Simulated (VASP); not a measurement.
The system is ScAl.

```xyz
2
Lattice="3.3703 0.0000 0.0000 0.0000 3.3703 0.0000 0.0000 0.0000 3.3703" Properties=species:S:1:pos:R:3 pbc="T T T"
Sc    1.6852    1.6852    1.6852
Al    0.0000    0.0000    0.0000
```

- Program: VASP 6.6.1
- Task: relaxation of cell and atoms
- Functional: LDA
- Potentials or basis: VASP PAW LDA potentials, release 64 (Sc_sv, Al)
- Cutoff: 600 eV
- k mesh: 12 × 12 × 12
- Occupations: gaussian, width 0.1 eV
- Spin: no spin polarisation

At the start: pressure -4.2 GPa; volume 19.14 Å³/atom.

Problem. How do energy, volume and symmetry change on relaxing?

Solution. Over 3 steps the energy falls by 13.9 meV/atom and the volume is 18.13 Å³/atom (-5.3 %); space group Pm-3m (No. 221, to 0.1 Å) before and after.

Step by step:
```csv
step,energy change (eV),largest force (eV/Å),pressure (GPa),volume (Å³)
1,0.0000,0.0000,-4.19,38.28
2,-0.0240,0.0000,1.77,35.57
3,-0.0278,0.0000,0.01,36.27
```

Final structure:
```
Sc Al
1.0
     3.31007    0.00000    0.00000
     0.00000    3.31007    0.00000
     0.00000    0.00000    3.31007
Sc Al
1 1
Cartesian
  1.6550 1.6550 1.6550
  0.0000 0.0000 0.0000
```
